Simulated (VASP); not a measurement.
# GaN (F-43m) in VASP: notebook

GaN is run at these levels: BLYP, PBE, revPBE; tasks: single point.

Everything below comes from runs of VASP 6.6.1. Logs are shortened: lines on timing, memory, paths and dates and some standing lists are left out, and cuts for length are marked.

## 1. The cell of the first run

Symmetry: F-43m, No. 216, cubic system. Conventional cell: a = 4.507 Å, b = 4.507 Å, c = 4.507 Å, α = 90.00°, β = 90.00°, γ = 90.00°. Within 2.6 Å of Ga (site symmetry -43m) lie 4 N at 1.95 Å. Within 2.6 Å of N (site symmetry -43m) lie 4 Ga at 1.95 Å.

## 2. Single point, BLYP

Contents of INCAR:

```
SYSTEM = GaN
PREC = Accurate
ENCUT = 520
EDIFF = 1E-7
ISMEAR = -1
SIGMA = 0.05
LREAL = .False.
LASPH = .True.
NELM = 100
ALGO = Normal
ISIF = 2
LWAVE = .False.
LCHARG = .False.
GGA = B5
ALDAX = 1.0
AGGAX = 1.0
AGGAC = 1.0
ALDAC = 0.0
NBANDS = 16
```

Contents of KPOINTS:

```
regular mesh
0
Gamma
  10 10 10
  0 0 0
```

Contents of POSCAR:

```
GaN
1.0
    0.0000000000      2.2535006075      2.2535006075
    2.2535006075      0.0000000000      2.2535006075
    2.2535006075      2.2535006075      0.0000000000
Ga N
1 1
Direct
    0.0000000000      0.0000000000      0.0000000000
    0.2500000000      0.2500000000      0.2500000000
```

Potentials or basis: VASP PAW PBE potentials, release 64 (Ga_d, N).

Started as:

```
$ cat potpaw_PBE.64/Ga_d/POTCAR potpaw_PBE.64/N/POTCAR > POTCAR
$ mpirun -np 1 vasp_std > vasp.out
```

OUTCAR:

```text
SYSTEM = GaN
   PREC = Accurate
   ENCUT = 520
   EDIFF = 1E-7
   ISMEAR = -1
   LREAL = .False.
   LASPH = .True.
   NELM = 100
   ISIF = 2
   GGA = B5

 ion  position               nearest neighbor table
   1  0.000  0.000  0.000-   2 1.95   2 1.95   2 1.95   2 1.95
   2  0.250  0.250  0.250-   1 1.95   1 1.95   1 1.95   1 1.95

  LATTYP: Found a face centered cubic cell.
 ALAT       =     4.5070012150

  Lattice vectors:

 A1 = (   0.0000000000,   2.2535006075,   2.2535006075)
 A2 = (   2.2535006075,   0.0000000000,   2.2535006075)
 A3 = (   2.2535006075,   2.2535006075,   0.0000000000)

Analysis of symmetry for initial positions (statically):
=====================================================================
 Subroutine PRICEL returns:
 Original cell was already a primitive cell.

 Routine SETGRP: Setting up the symmetry group for a
 face centered cubic supercell.

 Subroutine GETGRP returns: Found 24 space group operations
 (whereof 24 operations were pure point group operations)
 out of a pool of 48 trial point group operations.

The static configuration has the point symmetry T_d .

Analysis of symmetry for dynamics (positions and initial velocities):
=====================================================================
 Subroutine PRICEL returns:
 Original cell was already a primitive cell.

 Routine SETGRP: Setting up the symmetry group for a
 face centered cubic supercell.

 Subroutine GETGRP returns: Found 24 space group operations
 (whereof 24 operations were pure point group operations)
 out of a pool of 48 trial point group operations.

The dynamic configuration has the point symmetry T_d .

 Subroutine INISYM returns: Found 24 space group operations
 (whereof 24 operations are pure point group operations),
 and found     1 'primitive' translations

----------------------------------------------------------------------------------------

                                     Primitive cell

  volume of cell :      22.8877

  direct lattice vectors                    reciprocal lattice vectors
     0.000000000  2.253500607  2.253500607    -0.221877020  0.221877020  0.221877020
     2.253500607  0.000000000  2.253500607     0.221877020 -0.221877020  0.221877020
     2.253500607  2.253500607  0.000000000     0.221877020  0.221877020 -0.221877020

  length of vectors
     3.186931122  3.186931122  3.186931122     0.384302272  0.384302272  0.384302272

  position of ions in fractional coordinates (direct lattice)
     0.000000000  0.000000000  0.000000000
     0.250000000  0.250000000  0.250000000

  ion indices of the primitive-cell ions
   primitive index   ion index
                 1           1
                 2           2

----------------------------------------------------------------------------------------

 KPOINTS: regular mesh

Automatic generation of k-mesh.
 Grid dimensions read from file:
 generate k-points for:   10   10   10

 Generating k-lattice:

  Cartesian coordinates                     Fractional coordinates (reciprocal lattice)
    -0.022187702  0.022187702  0.022187702     0.100000000  0.000000000  0.000000000
     0.022187702 -0.022187702  0.022187702     0.000000000  0.100000000  0.000000000
     0.022187702  0.022187702 -0.022187702     0.000000000  0.000000000  0.100000000

  Length of vectors
     0.038430227  0.038430227  0.038430227

  Shift w.r.t. Gamma in fractional coordinates (k-lattice)
     0.000000000  0.000000000  0.000000000

 Subroutine IBZKPT returns following result:
 ===========================================

 Found     47 irreducible k-points:

 Following reciprocal coordinates:
            Coordinates               Weight
  0.000000  0.000000  0.000000      1.000000
  0.100000  0.000000  0.000000      8.000000
  0.200000  0.000000  0.000000      8.000000
  0.300000  0.000000  0.000000      8.000000
  0.400000  0.000000  0.000000      8.000000
  0.500000  0.000000  0.000000      4.000000
[... 16 lines left out ...]
  0.300000  0.300000  0.000000      6.000000
  0.400000  0.300000  0.000000     24.000000
 [... further k-points ...]
   k-points           NKPTS =     47   k-points in BZ     NKDIM =     47   number of bands    NBANDS=     16
   number of dos      NEDOS =    301   number of ions     NIONS =      2
   total plane-waves  NPLWV =  13824
   dimension x,y,z NGX =    24 NGY =   24 NGZ =   24
   dimension x,y,z NGXF=    48 NGYF=   48 NGZF=   48
   ions per type =               1   1
   NGX,Y,Z   is equivalent  to a cutoff of  12.52, 12.52, 12.52 a.u.
   NGXF,Y,Z  is equivalent  to a cutoff of  25.04, 25.04, 25.04 a.u.
 SYSTEM =  GaN
   PREC   = accura    normal or accurate (medium, high low for compatibility)
   ISTART =      0    job   : 0-new  1-cont  2-samecut
   ICHARG =      2    charge: 1-file 2-atom 10-const
   ISPIN  =      1    spin polarized calculation?
   LNONCOLLINEAR =      F non collinear calculations
   LSORBIT =      F    spin-orbit coupling
   LASPH  =      T    aspherical Exc in radial PAW
   ENCUT  =  520.0 eV  38.22 Ry    6.18 a.u.   5.93  5.93  5.93*2*pi/ulx,y,z
   NELM   =    100;   NELMIN=  2; NELMDL= -5     # of ELM steps
   EDIFF  = 0.1E-06   stopping-criterion for ELM
   LREAL  =      F    real-space projection
   EDIFFG = 0.1E-05   stopping-criterion for IOM
   NSW    =      0    number of steps for IOM
   IBRION =     -1    ionic relax: 0-MD 1-quasi-New 2-CG
   NFREE  =      0    steps in history (QN), initial steepest desc. (CG)
   ISIF   =      2    stress and relaxation
   ISYM   =      2    0-nonsym 1-usesym 2-fastsym
   POTIM  = 0.5000    time-step for ionic-motion
   TEBEG  =    0.0;   TEEND  =   0.0 temperature during run
   PSTRESS=    0.0 pullay stress
   NELECT =      18.0000    total number of electrons
   NUPDOWN=      -1.0000    fix difference up-down
   EMIN   =  10.00;   EMAX   =-10.00  energy-range for DOS
   EFERMI =   0.00;   METHOD = LEGACY
   ISMEAR =    -1;   SIGMA  =   0.05  broadening in eV -4-tet -1-fermi 0-gaus
   EFERMI_NEDOS =   21; number of points for ismear=-14 and -15
   IALGO  =     38    algorithm
   IMIX   =      4    mixing-type and parameters
     AMIX     =   0.40;   BMIX     =  1.00
     AMIX_MAG =   1.60;   BMIX_MAG =  1.00
  volume/ion in A,a.u.               =      11.44        77.23
  Fermi-wavevector in a.u.,A,eV,Ry     =   1.511117  2.855596 31.068543  2.283473
  Thomas-Fermi vector in A             =   2.621216
   LORBIT       =      0    0 simple, 1 ext, 2 COOP (PROOUT), +10 PAW based schemes
   GGA     = B5    functional components
   LHFCALC =     F    Hartree Fock is set to
   AEXX    =    0.0000 exact exchange contribution
   IVDW    =     0    specifies the selected vdW correction
   LEPSILON=     F    determine dielectric tensor
   LRPA    =     F    only Hartree local field effects (RPA)
 non-spin polarized calculation
  energy-cutoff  :      520.00
  volume of cell :       22.89
 maximum number of plane-waves:       636
   NGX = 11   NGY = 11   NGZ = 11

 number of electron      18.0000004 magnetization

 Free energy of the ion-electron system (eV)
  ---------------------------------------------------
  ext. energy  EPLUGINS =         0.00000000
  ---------------------------------------------------
  free energy    TOTEN  =       -10.96070942 eV

  energy without entropy =      -10.96070942  energy(sigma->0) =      -10.96070942

 E-fermi :   6.6241     XC(G=0): -11.1045

 val. band max:        5.6805180552   @ k =   0.0000   0.0000   0.0000
 cond. band min:       7.4915711173   @ k =   0.0000   0.0000   0.0000
 fundamental gap:      1.8110530621
 Fermi energy:         6.6240999152

 k-point     1 :       0.0000    0.0000    0.0000
  band No.  band energies     occupation
      1     -10.1663      2.00000
      2      -7.8640      2.00000
      3      -7.8640      2.00000
      4      -7.8640      2.00000
      5      -7.5501      2.00000
      6      -7.5501      2.00000
[... 8 lines left out ...]
     15      24.7788      0.00000
     16      24.7788      0.00000

 k-point     2 :       0.1000    0.0000    0.0000
  band No.  band energies     occupation
      1     -10.0601      2.00000
      2      -7.8506      2.00000
      3      -7.8506      2.00000
      4      -7.8214      2.00000
      5      -7.5514      2.00000
      6      -7.5514      2.00000
[... 8 lines left out ...]
     15      23.4606      0.00000
     16      23.5437      0.00000

 k-point     3 :       0.2000    0.0000    0.0000
  band No.  band energies     occupation
      1      -9.7977      2.00000
      2      -7.8194      2.00000
      3      -7.8194      2.00000
      4      -7.6450      2.00000
      5      -7.5500      2.00000
      6      -7.5500      2.00000
[... 8 lines left out ...]
     15      22.6906      0.00000
     16      22.6906      0.00000

 k-point     4 :       0.3000    0.0000    0.0000
  band No.  band energies     occupation
      1      -9.5313      2.00000
      2      -7.7918      2.00000
      3      -7.7918      2.00000
      4      -7.5365      2.00000
      5      -7.5365      2.00000
      6      -7.2246      2.00000
[... 8 lines left out ...]
     15      23.1392      0.00000
     16      23.1392      0.00000

 k-point     5 :       0.4000    0.0000    0.0000
  band No.  band energies     occupation
      1      -9.3814      2.00000
      2      -7.7798      2.00000
      3      -7.7798      2.00000
      4      -7.5143      2.00000
      5      -7.5143      2.00000
      6      -6.5994      2.00000
[... 8 lines left out ...]
     15      24.4890      0.00000
     16      24.4890      0.00000

 k-point     6 :       0.5000    0.0000    0.0000
  band No.  band energies     occupation
      1      -9.3397      2.00000
      2      -7.7776      2.00000
      3      -7.7776      2.00000
      4      -7.5032      2.00000
      5      -7.5032      2.00000
      6      -6.2382      2.00000
[... 8 lines left out ...]
     15      25.4600      0.00000
     16      25.4600      0.00000

 k-point     7 :       0.1000    0.1000    0.0000
  band No.  band energies     occupation
      1     -10.0252      2.00000
      2      -7.8385      2.00000
      3      -7.8385      2.00000
      4      -7.8231      2.00000
      5      -7.5599      2.00000
      6      -7.5429      2.00000
[... 8 lines left out ...]
     15      24.9230      0.00000
     16      25.4733      0.00000

 k-point     8 :       0.2000    0.1000    0.0000
  band No.  band energies     occupation
      1      -9.8166      2.00000
      2      -7.8177      2.00000
      3      -7.8061      2.00000
      4      -7.7046      2.00000
      5      -7.5547      2.00000
      6      -7.5356      2.00000
[... 8 lines left out ...]
     15      24.5758      0.00000
     16      24.6132      0.00000

 k-point     9 :       0.3000    0.1000    0.0000
  band No.  band energies     occupation
      1      -9.5573      2.00000
      2      -7.7931      2.00000
      3      -7.7744      2.00000
      4      -7.5931      2.00000
      5      -7.5230      2.00000
      6      -7.3119      2.00000
[... 8 lines left out ...]
     15      23.7516      0.00000
     16      24.5592      0.00000
[... 172 lines left out ...]
 k-point    19 :       0.5000    0.2000    0.0000
  band No.  band energies     occupation
      1      -9.2704      2.00000
      2      -7.7605      2.00000
      3      -7.7013      2.00000
      4      -7.5894      2.00000
      5      -7.4993      2.00000
      6      -6.1257      2.00000
[... 8 lines left out ...]
     15      26.1968      0.00000
     16      26.4409      0.00000

 k-point    20 :      -0.4000    0.2000    0.0000
  band No.  band energies     occupation
      1      -9.2645      2.00000
      2      -7.7657      2.00000
      3      -7.7073      2.00000
      4      -7.5597      2.00000
      5      -7.5231      2.00000
      6      -6.0010      2.00000
[... 8 lines left out ...]
     15      24.4971      0.00000
     16      26.2229      0.00000

 k-point    21 :      -0.3000    0.2000    0.0000
  band No.  band energies     occupation
      1      -9.3179      2.00000
      2      -7.7676      2.00000
      3      -7.7251      2.00000
      4      -7.5561      2.00000
      5      -7.5514      2.00000
      6      -6.4672      2.00000
[... 8 lines left out ...]
     15      23.1035      0.00000
     16      26.5414      0.00000

 k-point    22 :      -0.2000    0.2000    0.0000
  band No.  band energies     occupation
      1      -9.4495      2.00000
      2      -7.7751      2.00000
      3      -7.7614      2.00000
      4      -7.5716      2.00000
      5      -7.5586      2.00000
      6      -7.0461      2.00000
[... 8 lines left out ...]
     15      23.1918      0.00000
     16      26.4604      0.00000

 k-point    23 :       0.3000    0.3000    0.0000
  band No.  band energies     occupation
      1      -9.3731      2.00000
      2      -7.7130      2.00000
      3      -7.6767      2.00000
      4      -7.6767      2.00000
      5      -7.5003      2.00000
      6      -7.0224      2.00000
[... 8 lines left out ...]
     15      27.8542      0.00000
     16      28.3523      0.00000

 k-point    24 :       0.4000    0.3000    0.0000
  band No.  band energies     occupation
      1      -9.2759      2.00000
      2      -7.7325      2.00000
      3      -7.6427      2.00000
      4      -7.6425      2.00000
      5      -7.4902      2.00000
      6      -6.5518      2.00000
[... 8 lines left out ...]
     15      28.1861      0.00000
     16      28.2381      0.00000

 [... further k-points ...]
[... 5 lines left out ...]
  --------------------------------------------------------------------------------------
  -------------------------------------------------------------------------------------
  Total        1.7192862      1.7192862      1.7192862      0.0000000      0.0000000     -0.0000000
  in kB      120.3526694    120.3526694    120.3526694      0.0000000      0.0000000     -0.0000000
  external PRESSURE =     120.3526694 kB  Pullay stress =       0.0000000 kB

 VOLUME and BASIS-vectors are now :
 -----------------------------------------------------------------------------
  energy-cutoff  :      520.00
  volume of cell :       22.89
      direct lattice vectors                 reciprocal lattice vectors
     0.000000000  2.253500607  2.253500607    -0.221877020  0.221877020  0.221877020
     2.253500607  0.000000000  2.253500607     0.221877020 -0.221877020  0.221877020
     2.253500607  2.253500607  0.000000000     0.221877020  0.221877020 -0.221877020

 POSITION                                       TOTAL-FORCE (eV/Angst)
 -----------------------------------------------------------------------------------
      0.00000      0.00000      0.00000         0.000000      0.000000      0.000000
      1.12675      1.12675      1.12675        -0.000000     -0.000000     -0.000000
 -----------------------------------------------------------------------------------
    total drift:                                0.000004      0.000004      0.000003

  FREE ENERGIE OF THE ION-ELECTRON SYSTEM (eV)
  ---------------------------------------------------
  free  energy   TOTEN  =       -10.9607094172 eV

  energy  without entropy=      -10.9607094171  energy(sigma->0) =      -10.96070942
```

It took 20 s on 1 thread of Intel Xeon Platinum 8488C (Sapphire Rapids), shared host; peak memory 0.14 GiB.

Results:

| Property | Result |
| --- | --- |
| Free energy | -10.9607 eV |
| Pressure | 12.0 GPa |
| Band gap on the k mesh | 1.81 eV, direct |

Caveat: the PAW data sets were made with another functional, which shifts forces and pressure a little. BLYP gaps usually lie below the measured ones, often by a third to a half.

(Continued in part 2 of 2.)
